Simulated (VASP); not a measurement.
# ZnO (P6_3mc) in VASP: a series of runs

The runs below take ZnO through single point, with LDA.

Everything below comes from runs of VASP 6.6.1. Logs are shortened: lines on timing, memory, paths and dates and some standing lists are left out, and cuts for length are marked.

## (1) The cell of the first run

The structure is hexagonal, space group P6_3mc (No. 186). Conventional cell: a = 3.231 Å, b = 3.231 Å, c = 5.216 Å, α = 90.00°, β = 90.00°, γ = 120.00°. Zn (site symmetry 3m) has 4 O at 1.97 to 1.98 Å within 2.6 Å. Within 2.6 Å of O (site symmetry 3m) lie 4 Zn at 1.97 to 1.98 Å.

## (2) Single point, LDA

INCAR

```
SYSTEM = ZnO
PREC = Accurate
ENCUT = 520
EDIFF = 1E-6
ISMEAR = 0
SIGMA = 0.01
LREAL = .False.
LASPH = .True.
NELM = 80
ALGO = Normal
ISIF = 2
LWAVE = .False.
LCHARG = .True.
GGA = CA
LELF = .True.
LVHAR = .True.
NBANDS = 26
```

KPOINTS

```
Automatic mesh
0
Gamma
  9 9 6
  0 0 0
```

POSCAR

```
ZnO
1.0
    3.2309097002      0.0000000000      0.0000000000
   -1.6154548501      2.7980498777      0.0000000000
    0.0000000000      0.0000000000      5.2156080707
Zn O
2 2
Direct
    0.3333333333      0.6666666667      0.0015299806
    0.6666666667      0.3333333333      0.5015299806
    0.3333333333      0.6666666667      0.3804700194
    0.6666666667      0.3333333333      0.8804700194
```

Potentials or basis: VASP PAW LDA potentials, release 64 (Zn, O).

Launch:

```bash
cat potpaw_LDA.64/Zn/POTCAR potpaw_LDA.64/O/POTCAR > POTCAR
mpirun -np 1 vasp_std > vasp.out
```

OUTCAR:

```text
SYSTEM = ZnO
   PREC = Accurate
   ENCUT = 520
   EDIFF = 1E-6
   ISMEAR = 0
   LREAL = .False.
   LASPH = .True.
   NELM = 80
   ISIF = 2
   GGA = CA

 ion  position               nearest neighbor table
   1  0.333  0.667  0.002-   4 1.97   4 1.97   4 1.97   3 1.98
   2  0.667  0.333  0.502-   3 1.97   3 1.97   3 1.97   4 1.98
   3  0.333  0.667  0.380-   2 1.97   2 1.97   2 1.97   1 1.98
   4  0.667  0.333  0.880-   1 1.97   1 1.97   1 1.97   2 1.98

  LATTYP: Found a hexagonal cell.
 ALAT       =     3.2309097002
 C/A-ratio  =     1.6142846921

  Lattice vectors:

 A1 = (   3.2309097002,   0.0000000000,   0.0000000000)
 A2 = (  -1.6154548501,   2.7980498777,   0.0000000000)
 A3 = (   0.0000000000,   0.0000000000,   5.2156080707)

Analysis of symmetry for initial positions (statically):
=====================================================================
 Subroutine PRICEL returns:
 Original cell was already a primitive cell.

 Routine SETGRP: Setting up the symmetry group for a
 hexagonal supercell.

 Subroutine GETGRP returns: Found 12 space group operations
 (whereof  6 operations were pure point group operations)
 out of a pool of 24 trial point group operations.

The static configuration has the point symmetry C_3v.
 The point group associated with its full space group is C_6v.

Analysis of symmetry for dynamics (positions and initial velocities):
=====================================================================
 Subroutine PRICEL returns:
 Original cell was already a primitive cell.

 Routine SETGRP: Setting up the symmetry group for a
 hexagonal supercell.

 Subroutine GETGRP returns: Found 12 space group operations
 (whereof  6 operations were pure point group operations)
 out of a pool of 24 trial point group operations.

The dynamic configuration has the point symmetry C_3v.
 The point group associated with its full space group is C_6v.

 Subroutine INISYM returns: Found 12 space group operations
 (whereof  6 operations are pure point group operations),
 and found     1 'primitive' translations

----------------------------------------------------------------------------------------

                                     Primitive cell

  volume of cell :      47.1504

  direct lattice vectors                    reciprocal lattice vectors
     3.230909700  0.000000000  0.000000000     0.309510352  0.178695885  0.000000000
    -1.615454850  2.798049878  0.000000000     0.000000000  0.357391771  0.000000000
     0.000000000  0.000000000  5.215608071     0.000000000  0.000000000  0.191732198

  length of vectors
     3.230909700  3.230909700  5.215608071     0.357391771  0.357391771  0.191732198

  position of ions in fractional coordinates (direct lattice)
     0.333333333  0.666666667  0.001529981
     0.666666667  0.333333333  0.501529981
     0.333333333  0.666666667  0.380470019
     0.666666667  0.333333333  0.880470019

  ion indices of the primitive-cell ions
   primitive index   ion index
                 1           1
                 2           2
                 3           3
                 4           4

----------------------------------------------------------------------------------------

 KPOINTS: Automatic mesh

Automatic generation of k-mesh.
 Grid dimensions read from file:
 generate k-points for:    9    9    6

 Generating k-lattice:

  Cartesian coordinates                     Fractional coordinates (reciprocal lattice)
     0.034390039  0.019855098  0.000000000     0.111111111  0.000000000  0.000000000
     0.000000000  0.039710197  0.000000000     0.000000000  0.111111111  0.000000000
     0.000000000  0.000000000  0.031955366     0.000000000  0.000000000  0.166666667

  Length of vectors
     0.039710197  0.039710197  0.031955366

  Shift w.r.t. Gamma in fractional coordinates (k-lattice)
     0.000000000  0.000000000  0.000000000

 Subroutine IBZKPT returns following result:
 ===========================================

 Found     48 irreducible k-points:

 Following reciprocal coordinates:
            Coordinates               Weight
  0.000000  0.000000  0.000000      1.000000
  0.111111  0.000000  0.000000      6.000000
  0.222222 -0.000000  0.000000      6.000000
  0.333333 -0.000000  0.000000      6.000000
  0.444444 -0.000000  0.000000      6.000000
  0.111111  0.111111  0.000000      6.000000
[... 16 lines left out ...]
  0.333333  0.222222  0.166667     24.000000
  0.333333  0.333333  0.166667      4.000000
 [... further k-points ...]
   k-points           NKPTS =     48   k-points in BZ     NKDIM =     48   number of bands    NBANDS=     26
   number of dos      NEDOS =    301   number of ions     NIONS =      4
   total plane-waves  NPLWV =  23040
   dimension x,y,z NGX =    24 NGY =   24 NGZ =   40
   dimension x,y,z NGXF=    48 NGYF=   48 NGZF=   80
   ions per type =               2   2
   NGX,Y,Z   is equivalent  to a cutoff of  12.35, 12.35, 12.75 a.u.
   NGXF,Y,Z  is equivalent  to a cutoff of  24.70, 24.70, 25.50 a.u.
 SYSTEM =  ZnO
   PREC   = accura    normal or accurate (medium, high low for compatibility)
   ISTART =      0    job   : 0-new  1-cont  2-samecut
   ICHARG =      2    charge: 1-file 2-atom 10-const
   ISPIN  =      1    spin polarized calculation?
   LNONCOLLINEAR =      F non collinear calculations
   LSORBIT =      F    spin-orbit coupling
   LASPH  =      T    aspherical Exc in radial PAW
   ENCUT  =  520.0 eV  38.22 Ry    6.18 a.u.   6.01  6.01  9.70*2*pi/ulx,y,z
   NELM   =     80;   NELMIN=  2; NELMDL= -5     # of ELM steps
   EDIFF  = 0.1E-05   stopping-criterion for ELM
   LREAL  =      F    real-space projection
   EDIFFG = 0.1E-04   stopping-criterion for IOM
   NSW    =      0    number of steps for IOM
   IBRION =     -1    ionic relax: 0-MD 1-quasi-New 2-CG
   NFREE  =      0    steps in history (QN), initial steepest desc. (CG)
   ISIF   =      2    stress and relaxation
   ISYM   =      2    0-nonsym 1-usesym 2-fastsym
   POTIM  = 0.5000    time-step for ionic-motion
   TEBEG  =    0.0;   TEEND  =   0.0 temperature during run
   PSTRESS=    0.0 pullay stress
   NELECT =      36.0000    total number of electrons
   NUPDOWN=      -1.0000    fix difference up-down
   EMIN   =  10.00;   EMAX   =-10.00  energy-range for DOS
   EFERMI =   0.00;   METHOD = LEGACY
   ISMEAR =     0;   SIGMA  =   0.01  broadening in eV -4-tet -1-fermi 0-gaus
   EFERMI_NEDOS =   21; number of points for ismear=-14 and -15
   IALGO  =     38    algorithm
   IMIX   =      4    mixing-type and parameters
     AMIX     =   0.40;   BMIX     =  1.00
     AMIX_MAG =   1.60;   BMIX_MAG =  1.00
  volume/ion in A,a.u.               =      11.79        79.55
  Fermi-wavevector in a.u.,A,eV,Ry     =   1.496284  2.827566 30.461604  2.238865
  Thomas-Fermi vector in A             =   2.608320
   LORBIT       =      0    0 simple, 1 ext, 2 COOP (PROOUT), +10 PAW based schemes
   GGA     = CA    functional components
   LHFCALC =     F    Hartree Fock is set to
   AEXX    =    0.0000 exact exchange contribution
   IVDW    =     0    specifies the selected vdW correction
   LEPSILON=     F    determine dielectric tensor
   LRPA    =     F    only Hartree local field effects (RPA)
 non-spin polarized calculation
 Gauss-broadening in eV      SIGMA  =   0.01
  energy-cutoff  :      520.00
  volume of cell :       47.15
 maximum number of plane-waves:      1290
   NGX = 13   NGY = 13   NGZ = 19

 number of electron      36.0000023 magnetization

 Free energy of the ion-electron system (eV)
  ---------------------------------------------------
  ext. energy  EPLUGINS =         0.00000000
  ---------------------------------------------------
  free energy    TOTEN  =       -21.13782804 eV

  energy without entropy =      -21.13782804  energy(sigma->0) =      -21.13782804

 E-fermi :   1.0365     XC(G=0): -11.5140

 val. band max:        0.9710203016   @ k =   0.0000   0.0000   0.0000
 cond. band min:       1.7186172587   @ k =   0.0000   0.0000   0.0000
 fundamental gap:      0.7475969571
 Fermi energy:         1.0364908326

 k-point     1 :       0.0000    0.0000    0.0000
  band No.  band energies     occupation
      1     -16.9141      2.00000
      2     -16.1345      2.00000
      3      -4.8532      2.00000
      4      -4.8532      2.00000
      5      -4.8248      2.00000
      6      -4.8117      2.00000
[... 18 lines left out ...]
     25      15.0038      0.00000
     26      15.0038      0.00000

 k-point     2 :       0.1111    0.0000    0.0000
  band No.  band energies     occupation
      1     -16.8414      2.00000
      2     -16.1020      2.00000
      3      -4.9353      2.00000
      4      -4.8137      2.00000
      5      -4.7707      2.00000
      6      -4.7299      2.00000
[... 18 lines left out ...]
     25      14.9571      0.00000
     26      15.1476      0.00000

 k-point     3 :       0.2222   -0.0000    0.0000
  band No.  band energies     occupation
      1     -16.6466      2.00000
      2     -16.0237      2.00000
      3      -5.0924      2.00000
      4      -4.7613      2.00000
      5      -4.7214      2.00000
      6      -4.6201      2.00000
[... 18 lines left out ...]
     25      14.3151      0.00000
     26      15.1146      0.00000

 k-point     4 :       0.3333   -0.0000    0.0000
  band No.  band energies     occupation
      1     -16.3982      2.00000
      2     -15.9505      2.00000
      3      -5.1803      2.00000
      4      -4.8155      2.00000
      5      -4.6384      2.00000
      6      -4.4409      2.00000
[... 18 lines left out ...]
     25      14.2428      0.00000
     26      14.9504      0.00000

 k-point     5 :       0.4444   -0.0000    0.0000
  band No.  band energies     occupation
      1     -16.2023      2.00000
      2     -15.9295      2.00000
      3      -5.1282      2.00000
      4      -4.8907      2.00000
      5      -4.6004      2.00000
      6      -4.2542      2.00000
[... 18 lines left out ...]
     25      14.0588      0.00000
     26      15.0769      0.00000

 k-point     6 :       0.1111    0.1111    0.0000
  band No.  band energies     occupation
      1     -16.7074      2.00000
      2     -16.0466      2.00000
      3      -5.0168      2.00000
      4      -4.8221      2.00000
      5      -4.7102      2.00000
      6      -4.6709      2.00000
[... 427 lines left out ...]
 k-point    21 :       0.4444    0.1111    0.1667
  band No.  band energies     occupation
      1     -16.1268      2.00000
      2     -15.9438      2.00000
      3      -5.0881      2.00000
      4      -4.9026      2.00000
      5      -4.5998      2.00000
      6      -4.2942      2.00000
[... 18 lines left out ...]
     25      13.6541      0.00000
     26      14.7960      0.00000

 k-point    22 :       0.2222    0.2222    0.1667
  band No.  band energies     occupation
      1     -16.2529      2.00000
      2     -15.9504      2.00000
      3      -5.0062      2.00000
      4      -4.9260      2.00000
      5      -4.5570      2.00000
      6      -4.5069      2.00000
[... 18 lines left out ...]
     25      12.7441      0.00000
     26      15.9863      0.00000

 k-point    23 :       0.3333    0.2222    0.1667
  band No.  band energies     occupation
      1     -16.0926      2.00000
      2     -15.9438      2.00000
      3      -4.9490      2.00000
      4      -4.7454      2.00000
      5      -4.5762      2.00000
      6      -4.3856      2.00000
[... 18 lines left out ...]
     25      13.5255      0.00000
     26      15.0564      0.00000

 k-point    24 :       0.3333    0.3333    0.1667
  band No.  band energies     occupation
      1     -15.9898      2.00000
      2     -15.9898      2.00000
      3      -4.8829      2.00000
      4      -4.6024      2.00000
      5      -4.6024      2.00000
      6      -4.2616      2.00000
[... 18 lines left out ...]
     25      14.1990      0.00000
     26      15.2685      0.00000

 [... further k-points ...]

------------------------ aborting loop because EDIFF is reached ----------------------------------------

  FORCE on cell =-STRESS in cart. coord.  units (eV):
  Direction    XX          YY          ZZ          XY          YZ          ZX
  --------------------------------------------------------------------------------------
  -------------------------------------------------------------------------------------
  Total       -1.4176534     -1.4176534     -1.3803796      0.0000000      0.0000000      0.0000000
  in kB      -48.1720845    -48.1720845    -46.9055134      0.0000000      0.0000000      0.0000000
  external PRESSURE =     -47.7498941 kB  Pullay stress =       0.0000000 kB

 VOLUME and BASIS-vectors are now :
 -----------------------------------------------------------------------------
  energy-cutoff  :      520.00
  volume of cell :       47.15
      direct lattice vectors                 reciprocal lattice vectors
     3.230909700  0.000000000  0.000000000     0.309510352  0.178695885  0.000000000
    -1.615454850  2.798049878  0.000000000     0.000000000  0.357391771  0.000000000
     0.000000000  0.000000000  5.215608071     0.000000000  0.000000000  0.191732198

 POSITION                                       TOTAL-FORCE (eV/Angst)
 -----------------------------------------------------------------------------------
     -0.00000      1.86537      0.00798         0.000000     -0.000000      0.003810
      1.61545      0.93268      2.61578        -0.000000      0.000000      0.003810
     -0.00000      1.86537      1.98438        -0.000000      0.000000     -0.003810
      1.61545      0.93268      4.59219         0.000000     -0.000000     -0.003810
 -----------------------------------------------------------------------------------
    total drift:                               -0.000001     -0.000001      0.002339

  FREE ENERGIE OF THE ION-ELECTRON SYSTEM (eV)
  ---------------------------------------------------
  free  energy   TOTEN  =       -21.1378280388 eV

  energy  without entropy=      -21.1378280388  energy(sigma->0) =      -21.13782804
```

Run time: 40 s. Hardware: 1 thread of AMD EPYC 7R13 (Zen 3), shared host; peak memory 0.14 GiB.

Results:

```
Free energy            : -21.1378 eV
Pressure               : -4.8 GPa
Largest force          : 0.004 eV/Å
Band gap on the k mesh : 0.75 eV
```

Forces on the atoms (eV/Å):
```
Zn   0.000  0.000  0.004
Zn   0.000  0.000  0.004
O    0.000  0.000 -0.004
O    0.000  0.000 -0.004
```

Levels at points of the mesh, in eV from the valence-band top:
| k point | band 15 | band 16 | band 17 | band 18 | band 19 | band 20 | band 21 | band 22 |
| --- | --- | --- | --- | --- | --- | --- | --- | --- |
| (0.00, 0.00, 0.00) | -0.81 | -0.09 | 0.00 | 0.00 | 0.75 | 5.14 | 8.08 | 12.75 |
| (0.00, 0.00, 0.50) | -0.40 | -0.40 | -0.40 | -0.40 | 3.40 | 3.40 | 9.91 | 9.91 |

Caveat: the cell stands under tension.

## (3) Single point, LDA (atoms displaced along a vibrational mode)

INCAR

```
SYSTEM = ZnO
PREC = Accurate ; ENCUT = 520
EDIFF = 1E-6 ; ISMEAR = 0
SIGMA = 0.01 ; LREAL = .FALSE.
LASPH = .TRUE. ; NELM = 60
ALGO = Normal ; ISIF = 2
LWAVE = .FALSE. ; LCHARG = .TRUE.
LELF = .TRUE. ; LVHAR = .TRUE.
NBANDS = 26
```

KPOINTS

```
Automatic mesh
0
G
  9 9 6
  0 0 0
```

POSCAR

```
ZnO
1.0
    3.2309097002      0.0000000000      0.0000000000
   -1.6154548501      2.7980498777      0.0000000000
    0.0000000000      0.0000000000      5.2156080707
Zn O
2 2
Direct
    0.3333333333      0.6666666667     -0.0075495165
    0.6666666667      0.3333333333      0.4924504835
    0.3333333333      0.6666666667      0.3895495165
    0.6666666667      0.3333333333      0.8895495165
```

Potentials or basis: VASP PAW LDA potentials, release 64 (Zn, O).

Launch:

```bash
cat potpaw_LDA.64/Zn/POTCAR potpaw_LDA.64/O/POTCAR > POTCAR
mpirun -np 1 vasp_std > vasp.out
```

Run time: 48 s. Hardware: 1 thread of AMD EPYC 7R13 (Zen 3), shared host; peak memory 0.14 GiB.

The run converged. Its results:

| Item | Value |
| --- | --- |
| Free energy | -21.0909 eV |
| Pressure | -4.1 GPa |
| Largest force | 0.441 eV/Å |
| Band gap on the k mesh | 0.76 eV |

Forces on the atoms (eV/Å):
```
Zn   0.000  0.000  0.441
Zn   0.000  0.000  0.441
O    0.000  0.000 -0.441
O    0.000  0.000 -0.441
```

Stress tensor (GPa, compression positive):
```
-2.08  0.00  0.00
 0.00 -2.08  0.00
 0.00  0.00 -8.26
```

Levels at points of the mesh, in eV from the valence-band top:
| k point | band 14 | band 15 | band 16 | band 17 | band 18 | band 19 | band 20 | band 21 | band 22 | band 23 |
| --- | --- | --- | --- | --- | --- | --- | --- | --- | --- | --- |
| (0.00, 0.00, 0.00) | -0.67 | -0.67 | -0.26 | 0.00 | 0.00 | 0.76 | 5.02 | 7.98 | 12.70 | 12.70 |
| (0.00, 0.00, 0.50) | -2.34 | -0.33 | -0.33 | -0.33 | -0.33 | 3.38 | 3.38 | 9.74 | 9.74 | 12.98 |

Caveat: the cell differs from its parent crystal (atoms displaced along a vibrational mode); the cell stands under tension.

[end of part 1 of 2]
